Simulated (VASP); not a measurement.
# TiO2 (R-3m) in VASP: notebook

The runs below take TiO2 through single point, with PBE, LDA.

Everything below comes from runs of VASP 6.6.1. Logs are shortened: lines on timing, memory, paths and dates and some standing lists are left out, and cuts for length are marked.

**1. The cell of the first run**

The structure is trigonal, space group R-3m (No. 166). Conventional cell: a = 2.975 Å, b = 2.975 Å, c = 20.804 Å, α = 90.00°, β = 90.00°, γ = 120.00°. Within 2.6 Å of Ti (site symmetry -3m) lie 6 O at 1.97 Å. O (site symmetry 3m) has 3 Ti at 1.97 Å and 3 O at 2.58 Å within 2.6 Å.

**2. Single point, PBE (volume scaled by 0.98)**

INCAR reads:

```
PREC = Accurate
ENCUT = 520
EDIFF = 1E-6
ISMEAR = -1
SIGMA = 0.05
LREAL = F
LASPH = T
NELM = 60
ALGO = Normal
ISIF = 2
LWAVE = F
LCHARG = F
GGA = PE
NBANDS = 19
```

KPOINTS reads:

```
regular mesh
0
Gamma
  10 10 10
```

POSCAR reads:

```
TiO2
1.0
    1.4872816960      0.8586824875      6.9346869804
   -1.4872816960      0.8586824875      6.9346869804
    0.0000000000     -1.7173649751      6.9346869804
Ti O
1 2
Direct
    0.0000000000      0.0000000000      0.0000000000
    0.3795330000      0.3795330000      0.3795330000
    0.6204670000      0.6204670000      0.6204670000
```

Potentials or basis: VASP PAW PBE potentials, release 64 (Ti_sv, O).

Launch:

```sh
$ cat potpaw_PBE.64/Ti_sv/POTCAR potpaw_PBE.64/O/POTCAR > POTCAR
$ mpirun -np 1 vasp_std > vasp.out
```

OUTCAR:

```text
PREC = Accurate
   ENCUT = 520
   EDIFF = 1E-6
   ISMEAR = -1
   LREAL = F
   LASPH = T
   NELM = 60
   ISIF = 2
   GGA = PE

 ion  position               nearest neighbor table
   1  0.000  0.000  0.000-   3 1.97   2 1.97   3 1.97   3 1.97   2 1.97   2 1.97
   2  0.380  0.380  0.380-   1 1.97   1 1.97   1 1.97
   3  0.620  0.620  0.620-   1 1.97   1 1.97   1 1.97

  LATTYP: Found a trigonal (rhomboedric) cell.
 ALAT       =     7.1441742682
 COS(alpha) =     0.9133213014

  Lattice vectors:

 A1 = (   1.4872816960,   0.8586824875,   6.9346869804)
 A2 = (  -1.4872816960,   0.8586824875,   6.9346869804)
 A3 = (   0.0000000000,  -1.7173649751,   6.9346869804)

Analysis of symmetry for initial positions (statically):
=====================================================================
 Subroutine PRICEL returns:
 Original cell was already a primitive cell.

 Routine SETGRP: Setting up the symmetry group for a
 trigonal (rhombohedral) supercell.

 Subroutine GETGRP returns: Found 12 space group operations
 (whereof 12 operations were pure point group operations)
 out of a pool of 12 trial point group operations.

The static configuration has the point symmetry D_3d.

Analysis of symmetry for dynamics (positions and initial velocities):
=====================================================================
 Subroutine PRICEL returns:
 Original cell was already a primitive cell.

 Routine SETGRP: Setting up the symmetry group for a
 trigonal (rhombohedral) supercell.

 Subroutine GETGRP returns: Found 12 space group operations
 (whereof 12 operations were pure point group operations)
 out of a pool of 12 trial point group operations.

The dynamic configuration has the point symmetry D_3d.

 Subroutine INISYM returns: Found 12 space group operations
 (whereof 12 operations are pure point group operations),
 and found     1 'primitive' translations

----------------------------------------------------------------------------------------

                                     Primitive cell

  volume of cell :      53.1378

  direct lattice vectors                    reciprocal lattice vectors
     1.487281696  0.858682487  6.934686980     0.336183792  0.194095803  0.048067538
    -1.487281696  0.858682487  6.934686980    -0.336183792  0.194095803  0.048067538
     0.000000000 -1.717364975  6.934686980     0.000000000 -0.388191605  0.048067538

  length of vectors
     7.144174268  7.144174268  7.144174268     0.391156248  0.391156248  0.391156248

  position of ions in fractional coordinates (direct lattice)
     0.000000000  0.000000000  0.000000000
     0.379533000  0.379533000  0.379533000
     0.620467000  0.620467000  0.620467000

  ion indices of the primitive-cell ions
   primitive index   ion index
                 1           1
                 2           2
                 3           3

----------------------------------------------------------------------------------------

 KPOINTS: regular mesh

Automatic generation of k-mesh.
 Grid dimensions read from file:
 generate k-points for:   10   10   10

 Generating k-lattice:

  Cartesian coordinates                     Fractional coordinates (reciprocal lattice)
     0.033618379  0.019409580  0.004806754     0.100000000  0.000000000  0.000000000
    -0.033618379  0.019409580  0.004806754     0.000000000  0.100000000  0.000000000
     0.000000000 -0.038819161  0.004806754     0.000000000  0.000000000  0.100000000

  Length of vectors
     0.039115625  0.039115625  0.039115625

  Shift w.r.t. Gamma in fractional coordinates (k-lattice)
     0.000000000  0.000000000  0.000000000

 Subroutine IBZKPT returns following result:
 ===========================================

 Found    116 irreducible k-points:

 Following reciprocal coordinates:
            Coordinates               Weight
  0.000000  0.000000  0.000000      1.000000
  0.100000  0.000000  0.000000      6.000000
  0.200000  0.000000  0.000000      6.000000
  0.300000 -0.000000  0.000000      6.000000
  0.400000  0.000000  0.000000      6.000000
  0.500000 -0.000000  0.000000      3.000000
[... 16 lines left out ...]
  0.300000  0.300000  0.000000      6.000000
  0.400000  0.300000  0.000000     12.000000
 [... further k-points ...]
   k-points           NKPTS =    116   k-points in BZ     NKDIM =    116   number of bands    NBANDS=     19
   number of dos      NEDOS =    301   number of ions     NIONS =      3
   total plane-waves  NPLWV = 157464
   dimension x,y,z NGX =    54 NGY =   54 NGZ =   54
   dimension x,y,z NGXF=   108 NGYF=  108 NGZF=  108
   ions per type =               1   2
   NGX,Y,Z   is equivalent  to a cutoff of  12.57, 12.57, 12.57 a.u.
   NGXF,Y,Z  is equivalent  to a cutoff of  25.13, 25.13, 25.13 a.u.
 SYSTEM =  unknown system
   PREC   = accura    normal or accurate (medium, high low for compatibility)
   ISTART =      0    job   : 0-new  1-cont  2-samecut
   ICHARG =      2    charge: 1-file 2-atom 10-const
[... 86 lines left out ...]
  band No.  band energies     occupation
      1     -57.2805      2.00000
      2     -33.5339      2.00000
      3     -33.4973      2.00000
      4     -33.3251      2.00000
      5     -17.9877      2.00000
      6     -16.8898      2.00000
[... 11 lines left out ...]
     18       7.1153      0.00000
     19      10.5256      0.00000

 k-point     4 :       0.3000   -0.0000    0.0000
  band No.  band energies     occupation
      1     -57.2571      2.00000
      2     -33.6920      2.00000
      3     -33.4847      2.00000
      4     -33.3614      2.00000
      5     -17.6208      2.00000
      6     -17.0226      2.00000
[... 11 lines left out ...]
     18       8.2078      0.00000
     19      11.3465      0.00000

 k-point     5 :       0.4000    0.0000    0.0000
  band No.  band energies     occupation
      1     -57.2381      2.00000
      2     -33.8395      2.00000
      3     -33.4502      2.00000
      4     -33.3906      2.00000
      5     -17.5373      2.00000
      6     -16.8973      2.00000
[... 11 lines left out ...]
     18       9.5444      0.00000
     19      12.2474      0.00000

 k-point     6 :       0.5000   -0.0000    0.0000
  band No.  band energies     occupation
      1     -57.2308      2.00000
      2     -33.8949      2.00000
      3     -33.4368      2.00000
      4     -33.4017      2.00000
      5     -17.5661      2.00000
      6     -16.7830      2.00000
[... 11 lines left out ...]
     18      10.8971      0.00000
     19      11.2976      0.00000

 k-point     7 :       0.1000    0.1000    0.0000
  band No.  band energies     occupation
      1     -57.2993      2.00000
      2     -33.5633      2.00000
      3     -33.3452      2.00000
      4     -33.2955      2.00000
      5     -18.3314      2.00000
      6     -16.7203      2.00000
[... 11 lines left out ...]
     18       6.3775      0.00000
     19       9.6979      0.00000

 k-point     8 :       0.2000    0.1000    0.0000
  band No.  band energies     occupation
      1     -57.2863      2.00000
      2     -33.5403      2.00000
      3     -33.4493      2.00000
      4     -33.3203      2.00000
      5     -18.0911      2.00000
      6     -16.8416      2.00000
[... 256 lines left out ...]
 k-point    20 :      -0.4000    0.2000   -0.0000
  band No.  band energies     occupation
      1     -57.2250      2.00000
      2     -33.8156      2.00000
      3     -33.5417      2.00000
      4     -33.4279      2.00000
      5     -17.3448      2.00000
      6     -16.9421      2.00000
[... 11 lines left out ...]
     18      11.7810      0.00000
     19      11.9766      0.00000

 k-point    21 :      -0.3000    0.2000   -0.0000
  band No.  band energies     occupation
      1     -57.2309      2.00000
      2     -33.7903      2.00000
      3     -33.5143      2.00000
      4     -33.4362      2.00000
      5     -17.3047      2.00000
      6     -17.0511      2.00000
[... 11 lines left out ...]
     18      10.3543      0.00000
     19      12.5116      0.00000

 k-point    22 :      -0.2000    0.2000    0.0000
  band No.  band energies     occupation
      1     -57.2462      2.00000
      2     -33.7171      2.00000
      3     -33.4777      2.00000
      4     -33.4289      2.00000
      5     -17.3742      2.00000
      6     -17.1542      2.00000
[... 11 lines left out ...]
     18       8.9725      0.00000
     19      11.6884      0.00000

 k-point    23 :       0.3000    0.3000    0.0000
  band No.  band energies     occupation
      1     -57.2571      2.00000
      2     -33.6920      2.00000
      3     -33.4847      2.00000
      4     -33.3614      2.00000
      5     -17.6209      2.00000
      6     -17.0225      2.00000
[... 11 lines left out ...]
     18       8.4931      0.00000
     19      10.6346      0.00000

 k-point    24 :       0.4000    0.3000    0.0000
  band No.  band energies     occupation
      1     -57.2440      2.00000
      2     -33.7672      2.00000
      3     -33.4641      2.00000
      4     -33.4073      2.00000
      5     -17.4672      2.00000
      6     -17.0353      2.00000
[... 11 lines left out ...]
     18       9.2734      0.00000
     19      11.2418      0.00000

 [... further k-points ...]
[... 5 lines left out ...]
  --------------------------------------------------------------------------------------
  -------------------------------------------------------------------------------------
  Total        0.9478308      0.9478308      0.4625249      0.0000000     -0.0000000      0.0000000
  in kB       28.5783700     28.5783700     13.9457457      0.0000000     -0.0000000      0.0000000
  external PRESSURE =      23.7008285 kB  Pullay stress =       0.0000000 kB

 VOLUME and BASIS-vectors are now :
 -----------------------------------------------------------------------------
  energy-cutoff  :      520.00
  volume of cell :       53.14
      direct lattice vectors                 reciprocal lattice vectors
     1.487281696  0.858682487  6.934686980     0.336183792  0.194095803  0.048067538
    -1.487281696  0.858682487  6.934686980    -0.336183792  0.194095803  0.048067538
     0.000000000 -1.717364975  6.934686980     0.000000000 -0.388191605  0.048067538

 POSITION                                       TOTAL-FORCE (eV/Angst)
 -----------------------------------------------------------------------------------
      0.00000      0.00000      0.00000         0.000000      0.000000      0.000000
      0.00000     -0.00000      7.89583         0.000000     -0.000000      0.259464
      0.00000     -0.00000     12.90823         0.000000      0.000000     -0.259464
 -----------------------------------------------------------------------------------
    total drift:                                0.000000      0.000000     -0.000000

  FREE ENERGIE OF THE ION-ELECTRON SYSTEM (eV)
  ---------------------------------------------------
  free  energy   TOTEN  =       -26.4884478747 eV

  energy  without entropy=      -26.4884478747  energy(sigma->0) =      -26.48844787
```

It took 8.2 min on 1 thread of Intel Xeon Platinum 8375C at 2.90GHz (Ice Lake), shared host; peak memory 0.45 GiB.

What came out:

* Free energy: -26.4884 eV
* Pressure: 2.4 GPa
* Largest force: 0.259 eV/Å
* Band gap on the k mesh: 2.73 eV, indirect (least direct gap 2.91 eV)

Forces on the atoms (eV/Å):
```
Ti   0.000  0.000  0.000
O    0.000  0.000  0.259
O    0.000  0.000 -0.259
```

Stress tensor (GPa, compression positive):
```
2.86 0.00 0.00
0.00 2.86 0.00
0.00 0.00 1.39
```

Levels at points of the mesh, in eV from the valence-band top:
| k point | band 10 | band 11 | band 12 | band 13 | band 14 | band 15 |
| --- | --- | --- | --- | --- | --- | --- |
| (0.00, 0.00, 0.00) | -0.64 | -0.18 | -0.18 | 2.73 | 2.73 | 4.47 |
| (0.50, 0.00, 0.00) | -1.70 | -1.21 | -0.66 | 2.98 | 3.79 | 3.87 |
| (0.50, 0.50, 0.00) | -1.71 | -1.21 | -0.65 | 2.99 | 3.79 | 3.87 |
| (0.50, 0.50, 0.50) | -0.71 | -0.18 | -0.18 | 2.73 | 2.73 | 4.48 |

Caveat: the cell differs from its parent crystal (volume scaled by 0.98). A k mesh can miss the band edges.

**3. Single point, LDA**

This run uses another cell than the first one, of 18.07 Å³/atom, 1.020 times its volume.

INCAR reads:

```
SYSTEM = TiO2
PREC = Accurate ; ENCUT = 520
EDIFF = 1E-7 ; ISMEAR = -1
SIGMA = 0.05 ; LREAL = .FALSE.
LASPH = .TRUE. ; NELM = 100
ALGO = Normal ; ISIF = 2
LWAVE = .FALSE. ; LCHARG = .TRUE.
LELF = .TRUE. ; LVHAR = .TRUE.
NBANDS = 19
```

KPOINTS reads:

```
Automatic mesh
0
G
  10 10 10
  0 0 0
```

POSCAR reads:

```
TiO2
1.0
    1.4973312015      0.8644845722      6.9815443949
   -1.4973312015      0.8644845722      6.9815443949
    0.0000000000     -1.7289691445      6.9815443949
Ti O
1 2
Direct
    0.0000000000      0.0000000000      0.0000000000
    0.3795330000      0.3795330000      0.3795330000
    0.6204670000      0.6204670000      0.6204670000
```

Potentials or basis: VASP PAW LDA potentials, release 64 (Ti_sv, O).

Launch:

```sh
$ cat potpaw_LDA.64/Ti_sv/POTCAR potpaw_LDA.64/O/POTCAR > POTCAR
$ mpirun -np 1 vasp_std > vasp.out
```

Run time: 10 min. Hardware: 1 thread of Intel Xeon Platinum 8375C at 2.90GHz (Ice Lake), shared host; peak memory 0.37 GiB.

The run converged. Its results:

| Item | Value |
| --- | --- |
| Free energy | -28.7779 eV |
| Pressure | -6.9 GPa |
| Largest force | 0.750 eV/Å |
| Band gap on the k mesh | 2.60 eV, indirect (least direct gap 2.77 eV) |

Forces in eV/Å, atoms in the order of the input:
```
Ti   0.000  0.000  0.000
O    0.000  0.000 -0.750
O    0.000  0.000  0.750
```

Stress tensor (GPa, compression positive):
```
-8.13  0.00  0.00
 0.00 -8.13  0.00
 0.00  0.00 -4.46
```

Levels at points of the mesh, in eV from the valence-band top:
| k point | band 8 | band 9 | band 10 | band 11 | band 12 | band 13 | band 14 | band 15 | band 16 | band 17 |
| --- | --- | --- | --- | --- | --- | --- | --- | --- | --- | --- |
| (0.00, 0.00, 0.00) | -3.62 | -3.62 | -0.64 | -0.18 | -0.18 | 2.59 | 2.59 | 4.31 | 6.83 | 6.83 |
| (0.50, 0.00, 0.00) | -2.78 | -2.56 | -1.68 | -1.21 | -0.65 | 2.85 | 3.64 | 3.72 | 6.29 | 6.73 |
| (0.50, 0.50, 0.00) | -2.78 | -2.56 | -1.69 | -1.21 | -0.64 | 2.85 | 3.64 | 3.72 | 6.28 | 6.73 |
| (0.50, 0.50, 0.50) | -3.62 | -3.62 | -0.70 | -0.18 | -0.18 | 2.59 | 2.59 | 4.32 | 6.83 | 6.83 |

**4. Single point, LDA (volume scaled by 0.94)**

INCAR reads:

```
ALGO = Normal ; EDIFF = 1E-6
ENCUT = 520 ; ISIF = 2
ISMEAR = -1 ; LASPH = True
LCHARG = False ; LREAL = False
LWAVE = False ; NBANDS = 19
NELM = 60 ; PREC = Accurate
SIGMA = 0.05
```

KPOINTS reads:

```
k-points
0
Gamma
  10 10 10
```

POSCAR reads:

```
TiO2
1.0
    1.4667648451      0.8468370781      6.8390239066
   -1.4667648451      0.8468370781      6.8390239066
    0.0000000000     -1.6936741564      6.8390239066
Ti O
1 2
Direct
    0.0000000000      0.0000000000      0.0000000000
    0.3795330000      0.3795330000      0.3795330000
    0.6204670000      0.6204670000      0.6204670000
```

Launch:

```sh
$ cat potpaw_LDA.64/Ti_sv/POTCAR potpaw_LDA.64/O/POTCAR > POTCAR
$ mpirun -np 1 vasp_std > vasp.out
```

Run time: 4.8 min. Hardware: 1 thread of Intel Xeon 6975P-C (Granite Rapids), shared host; peak memory 0.36 GiB.

Results (log left out):

- Free energy: -28.8369 eV
- Pressure: 1.3 GPa
- Largest force: 0.179 eV/Å
- Band gap on the k mesh: 2.79 eV, indirect (least direct gap 2.94 eV)

Forces on the atoms (eV/Å):
```
Ti   0.000  0.000  0.000
O    0.000  0.000  0.179
O    0.000  0.000 -0.179
```

Stress tensor (GPa, compression positive):
```
1.46 0.00 0.00
0.00 1.46 0.00
0.00 0.00 0.89
```

Levels at points of the mesh, in eV from the valence-band top:
| k point | band 8 | band 9 | band 10 | band 11 | band 12 | band 13 | band 14 | band 15 | band 16 | band 17 |
| --- | --- | --- | --- | --- | --- | --- | --- | --- | --- | --- |
| (0.00, 0.00, 0.00) | -3.87 | -3.87 | -0.74 | -0.15 | -0.15 | 2.79 | 2.79 | 4.68 | 7.22 | 7.37 |
| (0.50, 0.00, 0.00) | -2.96 | -2.63 | -1.80 | -1.20 | -0.69 | 3.07 | 3.94 | 4.04 | 6.89 | 7.27 |
| (0.50, 0.50, 0.00) | -2.96 | -2.63 | -1.81 | -1.20 | -0.68 | 3.07 | 3.94 | 4.04 | 6.87 | 7.28 |
| (0.50, 0.50, 0.50) | -3.87 | -3.87 | -0.81 | -0.15 | -0.15 | 2.79 | 2.79 | 4.70 | 7.37 | 7.37 |

Caveat: the cell differs from its parent crystal (volume scaled by 0.94). A k mesh can miss the band edges.

**5. Single point, LDA (volume scaled by 0.96)**

INCAR reads:

```
SYSTEM = TiO2
PREC = Accurate
ENCUT = 520
EDIFF = 1E-7
ISMEAR = -1
SIGMA = 0.05
LREAL = .False.
LASPH = .True.
NELM = 60
ALGO = Normal
ISIF = 2
LWAVE = .False.
LCHARG = .False.
GGA = CA
NBANDS = 19
```

KPOINTS reads:

```
regular mesh
0
Gamma
  10 10 10
  0 0 0
```

POSCAR reads:

```
TiO2
1.0
    1.4770945154      0.8528009160      6.8871876337
   -1.4770945154      0.8528009160      6.8871876337
    0.0000000000     -1.7056018321      6.8871876337
Ti O
1 2
Direct
    0.0000000000      0.0000000000      0.0000000000
    0.3795330000      0.3795330000      0.3795330000
    0.6204670000      0.6204670000      0.6204670000
```

Launch:

```sh
$ cat potpaw_LDA.64/Ti_sv/POTCAR potpaw_LDA.64/O/POTCAR > POTCAR
$ mpirun -np 1 vasp_std > vasp.out
```

Run time: 5.6 min. Hardware: 1 thread of Intel Xeon 6975P-C (Granite Rapids), shared host; peak memory 0.38 GiB.

The run converged. Its results:

```yaml
Free_energy: -28.8359 eV
Pressure: -1.8 GPa
Largest_force: 0.156 eV/Å
Band_gap_on_the_k_mesh: 2.72 eV, indirect (least direct gap 2.88 eV)
```

Forces in eV/Å, atoms in the order of the input:
```
Ti   0.000  0.000  0.000
O    0.000  0.000 -0.156
O    0.000  0.000  0.156
```

Stress tensor (GPa, compression positive):
```
-2.11  0.00  0.00
 0.00 -2.11  0.00
 0.00  0.00 -1.11
```

Levels at points of the mesh, in eV from the valence-band top:
| k point | band 9 | band 10 | band 11 | band 12 | band 13 | band 14 | band 15 | band 16 |
| --- | --- | --- | --- | --- | --- | --- | --- | --- |
| (0.00, 0.00, 0.00) | -3.78 | -0.70 | -0.16 | -0.16 | 2.72 | 2.72 | 4.55 | 7.18 |
| (0.50, 0.00, 0.00) | -2.61 | -1.76 | -1.21 | -0.68 | 2.99 | 3.84 | 3.93 | 6.68 |
| (0.50, 0.50, 0.00) | -2.61 | -1.77 | -1.21 | -0.66 | 2.99 | 3.84 | 3.93 | 6.67 |
| (0.50, 0.50, 0.50) | -3.78 | -0.77 | -0.16 | -0.16 | 2.72 | 2.72 | 4.57 | 7.18 |

Caveat: the cell differs from its parent crystal (volume scaled by 0.96). A k mesh can miss the band edges.

**6. Overview**

```csv
level,potentials or basis,cell,gap on the mesh (eV),pressure (GPa),largest force (eV/Å)
PBE,"VASP PAW PBE potentials, release 64 (Ti_sv, O)","a = 7.144 Å, angles 24.0°, 3 atoms",2.73,2.4,0.26
LDA,"VASP PAW LDA potentials, release 64 (Ti_sv, O)","a = 7.192 Å, angles 24.0°, 3 atoms",2.60,-6.9,0.75
LDA,"VASP PAW LDA potentials, release 64 (Ti_sv, O)","a = 7.046 Å, angles 24.0°, 3 atoms",2.79,1.3,0.18
LDA,"VASP PAW LDA potentials, release 64 (Ti_sv, O)","a = 7.095 Å, angles 24.0°, 3 atoms",2.72,-1.8,0.16
```

Alike in all rows: task single point; no spin polarisation; k mesh 10 × 10 × 10; cutoff (eV) 520; smearing fermi-dirac 0.05 eV.

Absolute energies hang on the potentials; compare differences alone.
